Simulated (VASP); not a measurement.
# Y3Si2F (R-3m) in VASP: a series of runs, part 2 of 2

VASP 6.6.1. The steps go on from the part before.

## (4) Single point, PBE

This run uses another cell than the first one, of 27.72 Å³/atom, 0.990 times its volume.

INCAR

```
SYSTEM = Y3Si2F
PREC     = Accurate       ! precision mode
ENCUT    = 520            ! plane-wave cutoff, eV
EDIFF    = 1E-6           ! SCF threshold, eV
ISMEAR   = 0              ! smearing method
SIGMA    = 0.01           ! smearing width, eV
LREAL    = .False.        ! projectors in reciprocal space
LASPH    = .True.         ! aspherical terms in the spheres
NELM     = 100            ! most SCF steps
ALGO     = Normal         ! electronic algorithm
ISIF     = 2              ! what is computed and relaxed
LWAVE    = .False.        ! write WAVECAR
LCHARG   = .False.        ! write CHGCAR
GGA      = PE             ! functional
NBANDS   = 33             ! bands
LUSENCCL = .False.
```

KPOINTS

```
regular mesh
0
Gamma
  12 12 12
  0 0 0
```

POSCAR

```
Y3Si2F
1.0
    2.1474898475      1.2398538415     10.4096513758
   -2.1474898475      1.2398538415     10.4096513758
    0.0000000000     -2.4797076830     10.4096513758
Y Si F
3 2 1
Direct
    0.0000000000      0.0000000000      0.0000000000
    0.4298267101      0.4298267101      0.4298267101
    0.5701732899      0.5701732899      0.5701732899
    0.7209505799      0.7209505799      0.7209505799
    0.2790494201      0.2790494201      0.2790494201
    0.5000000000      0.5000000000      0.5000000000
```

Potentials or basis: VASP PAW PBE potentials, release 64 (Y_sv, Si, F).

Command:

```
$ cat potpaw_PBE.64/Y_sv/POTCAR potpaw_PBE.64/Si/POTCAR potpaw_PBE.64/F/POTCAR > POTCAR
$ mpirun -np 1 vasp_std > vasp.out
```

OUTCAR:

```text
SYSTEM = Y3Si2F
   PREC = Accurate
   ENCUT = 520
   EDIFF = 1E-6
   ISMEAR = 0
   LREAL = .False.
   LASPH = .True.
   NELM = 100
   ISIF = 2
   GGA = PE

 ion  position               nearest neighbor table
   1  0.000  0.000  0.000-   4 3.00   5 3.00   4 3.00   4 3.00   5 3.00   5 3.00   2 3.90   3 3.90
                             2 3.90   3 3.90   2 3.90   3 3.90
   2  0.430  0.430  0.430-   6 2.19   4 2.81   4 2.81   4 2.81   1 3.90   1 3.90   1 3.90
   3  0.570  0.570  0.570-   6 2.19   5 2.81   5 2.81   5 2.81   1 3.90   1 3.90   1 3.90
   4  0.721  0.721  0.721-   2 2.81   2 2.81   2 2.81   1 3.00   1 3.00   1 3.00
   5  0.279  0.279  0.279-   3 2.81   3 2.81   3 2.81   1 3.00   1 3.00   1 3.00
   6  0.500  0.500  0.500-   2 2.19   3 2.19

  LATTYP: Found a trigonal (rhomboedric) cell.
 ALAT       =    10.7009248179
 COS(alpha) =     0.9194529557

  Lattice vectors:

 A1 = (   2.1474898475,   1.2398538415,  10.4096513758)
 A2 = (  -2.1474898475,   1.2398538415,  10.4096513758)
 A3 = (   0.0000000000,  -2.4797076830,  10.4096513758)

Analysis of symmetry for initial positions (statically):
=====================================================================
 Subroutine PRICEL returns:
 Original cell was already a primitive cell.

 Routine SETGRP: Setting up the symmetry group for a
 trigonal (rhombohedral) supercell.

 Subroutine GETGRP returns: Found 12 space group operations
 (whereof 12 operations were pure point group operations)
 out of a pool of 12 trial point group operations.

The static configuration has the point symmetry D_3d.

Analysis of symmetry for dynamics (positions and initial velocities):
=====================================================================
 Subroutine PRICEL returns:
 Original cell was already a primitive cell.

 Routine SETGRP: Setting up the symmetry group for a
 trigonal (rhombohedral) supercell.

 Subroutine GETGRP returns: Found 12 space group operations
 (whereof 12 operations were pure point group operations)
 out of a pool of 12 trial point group operations.

The dynamic configuration has the point symmetry D_3d.

 Subroutine INISYM returns: Found 12 space group operations
 (whereof 12 operations are pure point group operations),
 and found     1 'primitive' translations

----------------------------------------------------------------------------------------

                                     Primitive cell

  volume of cell :     166.2988

  direct lattice vectors                    reciprocal lattice vectors
     2.147489848  1.239853841 10.409651376     0.232829972  0.134424447  0.032021565
    -2.147489848  1.239853841 10.409651376    -0.232829972  0.134424447  0.032021565
     0.000000000 -2.479707683 10.409651376     0.000000000 -0.268848893  0.032021565

  length of vectors
    10.700924818 10.700924818 10.700924818     0.270749161  0.270749161  0.270749161

  position of ions in fractional coordinates (direct lattice)
     0.000000000  0.000000000  0.000000000
     0.429826710  0.429826710  0.429826710
     0.570173290  0.570173290  0.570173290
     0.720950580  0.720950580  0.720950580
     0.279049420  0.279049420  0.279049420
     0.500000000  0.500000000  0.500000000

  ion indices of the primitive-cell ions
   primitive index   ion index
                 1           1
                 2           2
                 3           3
[... 35 lines left out ...]
  0.250000  0.000000  0.000000      6.000000
  0.333333  0.000000  0.000000      6.000000
  0.416667  0.000000  0.000000      6.000000
[... 16 lines left out ...]
  0.500000  0.166667  0.000000     12.000000
 -0.416667  0.166667  0.000000     12.000000
 [... further k-points ...]
   k-points           NKPTS =    189   k-points in BZ     NKDIM =    189   number of bands    NBANDS=     33
   number of dos      NEDOS =    301   number of ions     NIONS =      6
   total plane-waves  NPLWV = 512000
   dimension x,y,z NGX =    80 NGY =   80 NGZ =   80
   dimension x,y,z NGXF=   160 NGYF=  160 NGZF=  160
   ions per type =               3   2   1
   NGX,Y,Z   is equivalent  to a cutoff of  12.43, 12.43, 12.43 a.u.
   NGXF,Y,Z  is equivalent  to a cutoff of  24.86, 24.86, 24.86 a.u.
 SYSTEM =  Y3Si2F
   PREC   = accura    normal or accurate (medium, high low for compatibility)
   ISTART =      0    job   : 0-new  1-cont  2-samecut
   ICHARG =      2    charge: 1-file 2-atom 10-const
   ISPIN  =      1    spin polarized calculation?
   LNONCOLLINEAR =      F non collinear calculations
   LSORBIT =      F    spin-orbit coupling
   LASPH  =      T    aspherical Exc in radial PAW
   ENCUT  =  520.0 eV  38.22 Ry    6.18 a.u.  19.90 19.90 19.90*2*pi/ulx,y,z
   NELM   =    100;   NELMIN=  2; NELMDL= -5     # of ELM steps
   EDIFF  = 0.1E-05   stopping-criterion for ELM
   LREAL  =      F    real-space projection
   EDIFFG = 0.1E-04   stopping-criterion for IOM
   NSW    =      0    number of steps for IOM
   IBRION =     -1    ionic relax: 0-MD 1-quasi-New 2-CG
   NFREE  =      0    steps in history (QN), initial steepest desc. (CG)
   ISIF   =      2    stress and relaxation
   ISYM   =      2    0-nonsym 1-usesym 2-fastsym
   POTIM  = 0.5000    time-step for ionic-motion
   TEBEG  =    0.0;   TEEND  =   0.0 temperature during run
   PSTRESS=    0.0 pullay stress
   NELECT =      48.0000    total number of electrons
   NUPDOWN=      -1.0000    fix difference up-down
   EMIN   =  10.00;   EMAX   =-10.00  energy-range for DOS
   EFERMI =   0.00;   METHOD = LEGACY
   ISMEAR =     0;   SIGMA  =   0.01  broadening in eV -4-tet -1-fermi 0-gaus
   EFERMI_NEDOS =   21; number of points for ismear=-14 and -15
   IALGO  =     38    algorithm
   IMIX   =      4    mixing-type and parameters
     AMIX     =   0.40;   BMIX     =  1.00
     AMIX_MAG =   1.60;   BMIX_MAG =  1.00
  volume/ion in A,a.u.               =      27.72       187.04
  Fermi-wavevector in a.u.,A,eV,Ry     =   1.081913  2.044519 15.926097  1.170535
  Thomas-Fermi vector in A             =   2.217941
   LORBIT       =      0    0 simple, 1 ext, 2 COOP (PROOUT), +10 PAW based schemes
   GGA     = PE    functional components
   LHFCALC =     F    Hartree Fock is set to
   AEXX    =    0.0000 exact exchange contribution
   IVDW    =     0    specifies the selected vdW correction
   LEPSILON=     F    determine dielectric tensor
   LRPA    =     F    only Hartree local field effects (RPA)
 non-spin polarized calculation
 Gauss-broadening in eV      SIGMA  =   0.01
  energy-cutoff  :      520.00
  volume of cell :      166.30
 maximum number of plane-waves:      4510
   NGX = 39   NGY = 39   NGZ = 39

 number of electron      48.0000000 magnetization

 Free energy of the ion-electron system (eV)
  ---------------------------------------------------
  ext. energy  EPLUGINS =         0.00000000
  ---------------------------------------------------
  free energy    TOTEN  =       -39.79653805 eV

  energy without entropy =      -39.79653805  energy(sigma->0) =      -39.79653805

 E-fermi :   2.6125     XC(G=0):  -8.6507

 val. band max:        2.5678508055   @ k =   0.0000   0.0000   0.0000
 cond. band min:       2.6579041714   @ k =   0.5000   0.5000   0.0000
 fundamental gap:      0.0900533659
 Fermi energy:         2.6125071198

 k-point     1 :       0.0000    0.0000    0.0000
  band No.  band energies     occupation
      1     -39.9799      2.00000
      2     -39.9754      2.00000
      3     -39.4686      2.00000
      4     -22.9126      2.00000
      5     -20.1205      2.00000
      6     -19.9334      2.00000
[... 853 lines left out ...]
     32       6.2613      0.00000
     33       6.4670      0.00000

 [... further k-points ...]

------------------------ aborting loop because EDIFF is reached ----------------------------------------

  FORCE on cell =-STRESS in cart. coord.  units (eV):
  Direction    XX          YY          ZZ          XY          YZ          ZX
  --------------------------------------------------------------------------------------
  -------------------------------------------------------------------------------------
  Total       -0.0812714     -0.0812714     -0.0442655      0.0000000      0.0000000      0.0000000
  in kB       -0.7829952     -0.7829952     -0.4264683      0.0000000      0.0000000      0.0000000
  external PRESSURE =      -0.6641529 kB  Pullay stress =       0.0000000 kB

 VOLUME and BASIS-vectors are now :
 -----------------------------------------------------------------------------
  energy-cutoff  :      520.00
  volume of cell :      166.30
      direct lattice vectors                 reciprocal lattice vectors
     2.147489848  1.239853841 10.409651376     0.232829972  0.134424447  0.032021565
    -2.147489848  1.239853841 10.409651376    -0.232829972  0.134424447  0.032021565
     0.000000000 -2.479707683 10.409651376     0.000000000 -0.268848893  0.032021565

 POSITION                                       TOTAL-FORCE (eV/Angst)
 -----------------------------------------------------------------------------------
      0.00000      0.00000      0.00000         0.000000      0.000000      0.000000
      0.00000      0.00000     13.42304         0.000000     -0.000000     -0.006879
      0.00000      0.00000     17.80592         0.000000     -0.000000      0.006879
      0.00000      0.00000     22.51453         0.000000     -0.000000     -0.002131
      0.00000      0.00000      8.71442         0.000000     -0.000000      0.002131
      0.00000      0.00000     15.61448         0.000000     -0.000000      0.000000
 -----------------------------------------------------------------------------------
    total drift:                                0.000000      0.000000      0.000000

  FREE ENERGIE OF THE ION-ELECTRON SYSTEM (eV)
  ---------------------------------------------------
  free  energy   TOTEN  =       -39.7965380495 eV

  energy  without entropy=      -39.7965380495  energy(sigma->0) =      -39.79653805
```

Wall time 10 min (1 × NVIDIA H100 80GB with 1 thread of AMD EPYC 7R13 (Zen 3), shared host); peak memory 2.5 GiB.

What came out:

* Free energy: -39.7965 eV
* Pressure: -0.1 GPa
* Largest force: 0.007 eV/Å
* Band gap on the k mesh: 0.09 eV, indirect (least direct gap 0.13 eV)

Forces in eV/Å, atoms in the order of the input:
```
Y    0.000  0.000  0.000
Y    0.000  0.000 -0.007
Y    0.000  0.000  0.007
Si   0.000  0.000 -0.002
Si   0.000  0.000  0.002
F    0.000  0.000  0.000
```

A k mesh can miss the band edges.

## (5) Summary

| cell | k mesh | smearing | gap on the mesh (eV) | pressure (GPa) | largest force (eV/Å) |
| --- | --- | --- | --- | --- | --- |
| a = 9.704 Å, angles 27.2°, 6 atoms | 3 × 3 × 3 | gaussian 0.1 eV | 0.47 | -0.1 | 0.01 |
| a = 9.044 Å, angles 38.4°, 6 atoms | 3 × 3 × 3 | gaussian 0.1 eV | none | 7.2 | 15.11 |
| a = 10.701 Å, angles 23.2°, 6 atoms | 12 × 12 × 12 | gaussian 0.01 eV | 0.09 | -0.1 | 0.01 |

Alike in all rows: task single point; level PBE; potentials or basis VASP PAW PBE potentials, release 64 (Y_sv, Si, F); no spin polarisation; cutoff (eV) 520.

Caveats: some runs use coarse meshes; forces of over 1 eV/Å act on the atoms, so gaps and moduli don't describe the material at rest (some runs).

Absolute energies hang on the potentials; compare differences alone.
